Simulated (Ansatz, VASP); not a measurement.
# Two plane-wave programs on AlCu3

```xyz
4
Lattice="3.6418 0.0000 0.0000 0.0000 3.6418 0.0000 0.0000 0.0000 3.6418" Properties=species:S:1:pos:R:3 pbc="T T T"
Al    0.0000    0.0000    0.0000
Cu    1.8209    1.8209    0.0000
Cu    1.8209    0.0000    1.8209
Cu    0.0000    1.8209    1.8209
```

Alike in both runs: task single point; functional r2SCAN; k mesh 14 × 14 × 14; occupations gaussian, width 0.15 eV; no spin polarisation.

```csv
,VASP,Ansatz
version,VASP 6.6.1,Ansatz 0.2.0
potentials or method,"VASP PAW PBE potentials, release 64 (Al, Cu), cutoff 520 eV","scalar-relativistic, plane waves, PAW"
valence electrons in the cell,36,60
```

```csv
,VASP,Ansatz,Ansatz less VASP
gap on the k mesh at the Fermi level (eV),none,none,-
pressure (GPa),0.4,0.0,-0.35
```

VASP's potentials were made for PBE, not for r2SCAN. A gap of «none» marks a metal or a gap that the smearing closes. VASP's potentials hold 36 valence electrons a cell and Ansatz's 60, so a difference there can come from the potentials and not from the codes.
